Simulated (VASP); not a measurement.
# La: single point with PBEsol

Crystal: La.

```
CELL_PARAMETERS angstrom
3.66135 0.00000 0.00000
-1.83067 3.17082 0.00000
0.00000 0.00000 11.71110
ATOMIC_POSITIONS crystal
La 0.00000 0.00000 0.00000
La 0.00000 0.00000 0.50000
La 0.33333 0.66667 0.75000
La 0.66667 0.33333 0.25000
```

| Property | Result |
| --- | --- |
| Program | VASP 6.6.1 |
| Task | single point |
| Functional | PBEsol |
| Potentials or basis | VASP PAW PBE potentials, release 64 (La) |
| Cutoff | 520 eV |
| k mesh | 15 × 15 × 4 |
| Occupations | gaussian, width 0.1 eV |
| Spin | no spin polarisation |
| Dipole correction | no |
| Further INCAR settings | ALGO = Fast; EDIFF = 1e-06; NBANDS = 30 |

```json
{"Pressure": "0.0 GPa", "Band gap on the k mesh": "zero (bands 22 and 23 overlap by 1.28 eV)"}
```

Levels at points of the mesh, in eV from the Fermi level:
```csv
k point,band 19,band 20,band 21,band 22,band 23,band 24,band 25,band 26
"(0.00, 0.00, 0.00)",-1.82,-1.82,0.58,0.73,1.24,1.26,1.32,1.34
"(0.00, 0.00, 0.50)",-1.79,-1.79,0.79,0.79,1.32,1.33,1.38,1.40
```

Wall time 45 min on 1 thread of Intel(R) Xeon(R) Platinum 8259CL CPU @ 2.50GHz (Skylake/Cascade Lake) (shared host), peak memory 0.45 GiB.

Caveat: the PAW data sets were made with another functional, which shifts forces and pressure a little; spin-orbit coupling is left out, which moves the levels of the heavy elements.
